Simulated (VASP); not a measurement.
NaCl: single point with r2SCAN

NaCl:

```xyz
2
Lattice="0.0000 2.9450 2.8317 2.9450 0.0000 2.8317 2.9450 2.9450 0.0000" Properties=species:S:1:pos:R:3 pbc="T T T"
Na    0.0000    0.0000    0.0000
Cl    2.9450    2.9450    2.8317
```

This cell differs from its parent crystal: strain +0.040 along x and y, +0.000 along z.

```json
{
  "Program": "VASP 6.6.1",
  "Task": "single point",
  "Functional": "r2SCAN",
  "Potentials or basis": "VASP PAW PBE potentials, release 64 (Na_pv, Cl)",
  "Cutoff": "520 eV",
  "k mesh": "8 × 8 × 8",
  "Occupations": "gaussian, width 0.05 eV",
  "Spin": "no spin polarisation",
  "Dipole correction": "no",
  "Further INCAR settings": "ALGO = Normal; EDIFF = 1e-06; NBANDS = 14"
}
```

```yaml
Pressure: -2.4 GPa
Band_gap_on_the_k_mesh: 5.56 eV
```

Stress tensor (GPa, compression positive):
```
-2.72  0.00  0.00
 0.00 -2.72  0.00
 0.00  0.00 -1.68
```

Levels at points of the mesh, in eV from the valence-band top:
```csv
k point,band 5,band 6,band 7,band 8,band 9,band 10
"(0.00, 0.00, 0.00)",-0.04,0.00,0.00,5.56,11.56,11.56
"(0.50, 0.00, 0.00)",-1.67,-0.26,-0.23,7.75,10.86,11.34
"(0.50, 0.50, 0.00)",-1.45,-0.58,-0.58,8.18,8.55,11.78
"(0.50, 0.00, 0.50)",-1.47,-0.57,-0.46,8.17,8.71,11.41
```

Run time: 82 s on 1 thread of Intel(R) Xeon(R) Platinum 8488C (Sapphire Rapids), with other jobs on the host, peak memory 0.18 GiB.

Caveat: the cell differs from its parent crystal (strain +0.040 along x and y, +0.000 along z); the PAW data sets were made with another functional, which shifts forces and pressure a little. A k mesh can miss the band edges.
